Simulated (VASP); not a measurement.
Here is a VASP 6.6.1 calculation.

INCAR

```
SYSTEM = Mg
PREC     = Accurate       ! precision mode
ENCUT    = 520            ! plane-wave cutoff, eV
EDIFF    = 1E-7           ! SCF threshold, eV
ISMEAR   = 0              ! smearing method
SIGMA    = 0.15           ! smearing width, eV
LREAL    = .FALSE.        ! projectors in reciprocal space
LASPH    = .TRUE.         ! aspherical terms in the spheres
NELM     = 60             ! most SCF steps
ALGO     = Fast           ! electronic algorithm
ISIF     = 2              ! what is computed and relaxed
LWAVE    = .FALSE.        ! write WAVECAR
LCHARG   = .TRUE.         ! write CHGCAR
LELF     = .TRUE.         ! ELF
LVHAR    = .TRUE.       
NBANDS   = 7              ! bands
```

KPOINTS

```
Automatic mesh
0
G
  18 18 18
  0 0 0
```

Contents of POSCAR:

```
Mg
1.0
    0.0000000000      1.9917772000      2.2442560000
    1.9917772000      0.0000000000      2.2442560000
    1.9917772000      1.9917772000      0.0000000000
Mg
1
Direct
    0.0000000000      0.0000000000      0.0000000000
```

Potentials or basis: VASP PAW LDA potentials, release 64 (Mg).

Run with:

```bash
$ cat potpaw_LDA.64/Mg/POTCAR > POTCAR
$ mpirun -np 1 vasp_std > vasp.out
```

**Question.** What does it give for the pressure?

**Answer.** 11.3 GPa.

**Question.** What does it give for the band gap on the k mesh?

**Answer.** Zero (band 1 reaches 5.56 eV, above the bottom of band 2 at 2.66 eV).

Stress tensor (GPa, compression positive):
```
13.33  0.00  0.00
 0.00 13.33  0.00
 0.00  0.00  7.34
```

Caveat: the cell differs from its parent crystal (strain -0.1125 x Voigt [1, 1, 0, 0, 0, 0]).
